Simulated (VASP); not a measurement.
A run of VASP 6.6.1 is set up as follows.

INCAR

```
SYSTEM = Cu2O
PREC = Accurate
ENCUT = 600
EDIFF = 1E-6
ISMEAR = 0
SIGMA = 0.05
LREAL = .False.
LASPH = .True.
NELM = 200
ALGO = Normal
ISIF = 2
LWAVE = .False.
LCHARG = .False.
ISPIN = 2
MAGMOM = 0.05 0.05 0.05 0.05 0 0
LORBIT = 11
LMAXMIX = 4
GGA = PE
NBANDS = 41
GGA_COMPAT = .False.
```

Contents of KPOINTS:

```
regular mesh
0
Gamma
  6 6 6
  0 0 0
```

File POSCAR:

```
Cu2O
1.0
    4.2902489266      0.0000000000      0.0000000000
    0.0000000000      4.2902489266      0.0000000000
    0.0000000000      0.0000000000      4.2902489266
Cu O
4 2
Direct
    0.2500000000      0.2500000000      0.2500000000
    0.2500000000      0.7500000000      0.7500000000
    0.7500000000      0.7500000000      0.2500000000
    0.7500000000      0.2500000000      0.7500000000
    0.0000000000      0.0000000000      0.0000000000
    0.5000000000      0.5000000000      0.5000000000
```

Potentials or basis: VASP PAW PBE potentials, release 64 (Cu, O).

Launch:

```console
$ cat potpaw_PBE.64/Cu/POTCAR potpaw_PBE.64/O/POTCAR > POTCAR
$ mpirun -np 1 vasp_std > vasp.out
```

Question: Predict the pressure.

Answer: 1.4 GPa.

Question: Predict the net moment.

Answer: 0.00 μB per cell.
